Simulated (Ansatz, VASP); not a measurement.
# One calculation of ZrH5, two programs

```
Zr H
1.0
     1.96554    1.13480    2.75832
    -1.96554    1.13480    2.75832
     0.00000   -2.26961    2.75832
Zr H
1 5
Direct
  0.12684 0.12684 0.12684
  0.73267 0.22105 0.73267
  0.73267 0.73267 0.22105
  0.22105 0.73267 0.73267
  0.56375 0.56375 0.56375
  0.35831 0.35831 0.35831
```

Alike in both runs: functional PBE; k mesh 5 × 5 × 5; occupations gaussian, width 0.2 eV; no spin polarisation.

Ansatz relaxed the structure, and its values are those at the end. VASP's run is a single point on that final structure, the one shown.

|  | VASP | Ansatz |
| --- | --- | --- |
| version | VASP 6.6.1 | Ansatz 0.2.0 |
| potentials or method | VASP PAW PBE potentials, release 64 (Zr_sv, H), cutoff 500 eV | scalar-relativistic, plane waves, PAW |
| valence electrons in the cell | 17 | 17 |

Ansatz gave:

* gap on the k mesh at the Fermi level (eV): none
* pressure (GPa): -0.1
* rms of the force components (eV/Å): 0.004

What did VASP give for the same quantities?

gap on the k mesh at the Fermi level (eV): none; pressure (GPa): -0.4; rms of the force components (eV/Å): 0.003.

A gap of «none» marks a metal or a gap that the smearing closes.

The k mesh is coarse, so the values compare programs but aren't converged.
